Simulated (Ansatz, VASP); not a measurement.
# Ga5N2: VASP beside Ansatz

```
Ga N
1.0
     5.71040    0.00000    0.00000
    -2.85520    4.94535    0.00000
     0.00000    0.00000    4.67399
Ga N
5 2
Direct
  0.50000 0.00000 0.00000
  0.00000 0.50000 0.00000
  0.50000 0.50000 0.00000
  0.33333 0.66667 0.50000
  0.66667 0.33333 0.50000
  0.00000 0.00000 0.61953
  0.00000 0.00000 0.38047
```

Alike in both runs: task single point; functional PBE; k mesh 6 × 6 × 4; occupations gaussian, width 0.1 eV; collinear spin.

|  | VASP | Ansatz |
| --- | --- | --- |
| version | VASP 6.6.1 | Ansatz 0.2.0 |
| potentials or method | VASP PAW PBE potentials, release 64 (Ga_d, N), cutoff 520 eV | scalar-relativistic, plane waves, PAW |
| valence electrons in the cell | 75 | 75 |

|  | VASP | Ansatz | Ansatz less VASP |
| --- | --- | --- | --- |
| gap on the k mesh at the Fermi level (eV) | none | none | - |
| pressure (GPa) | 0.7 | 0.0 | -0.62 |
| traceless stress, the component that is largest in VASP (GPa) | 0.98 | -0.30 | -1.274 |
| rms of the force components (eV/Å) | 0.446 | 0.008 | -0.4382 |
| net moment per atom (μB) | 0.00 | 0.00 | 0.000 |

Atom by atom the forces differ by 0.438 eV/Å (rms over components). A gap of «none» marks a metal or a gap that the smearing closes. With one functional, cell and mesh, what is left measures potentials, basis and numerics. Ansatz's warnings: seeded moment not kept.

Noted on VASP's run: the standard files for N, O and F lose accuracy on very short bonds.
